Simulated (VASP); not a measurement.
Crystal: PbF2.

```
Pb F
1.0
     0.00000    2.96985    2.96985
     2.96985    0.00000    2.96985
     2.96985    2.96985    0.00000
Pb F
1 2
Direct
  0.00000 0.00000 0.00000
  0.25000 0.25000 0.25000
  0.75000 0.75000 0.75000
```

```yaml
Program: VASP 6.6.1
Task: relaxation of cell and atoms
Functional: LDA
Potentials_or_basis: VASP PAW LDA potentials, release 64 (Pb_d, F)
Cutoff: 600 eV
k_mesh: 8 × 8 × 8
Occupations: gaussian, width 0.02 eV
Spin: no spin polarisation
```

At the start: pressure -5.0 GPa; volume 17.46 Å³/atom.

How do energy, volume and symmetry change on relaxing?

Over 3 steps the energy falls by 18.6 meV/atom and the volume is 16.34 Å³/atom (-6.4 %); space group Fm-3m (No. 225, to 0.1 Å) before and after.

The path:
| step | energy change (eV) | largest force (eV/Å) | pressure (GPa) | volume (Å³) |
| --- | --- | --- | --- | --- |
| 1 | 0.0000 | 0.0000 | -4.99 | 52.39 |
| 2 | -0.0532 | 0.0000 | 1.21 | 48.37 |
| 3 | -0.0558 | 0.0000 | 0.01 | 49.02 |

Final structure:
```
Pb F
1.0
     0.00000    2.90476    2.90476
     2.90476    0.00000    2.90476
     2.90476    2.90476    0.00000
Pb F
1 2
Direct
  0.00000 0.00000 0.00000
  0.25000 0.25000 0.25000
  0.75000 0.75000 0.75000
```
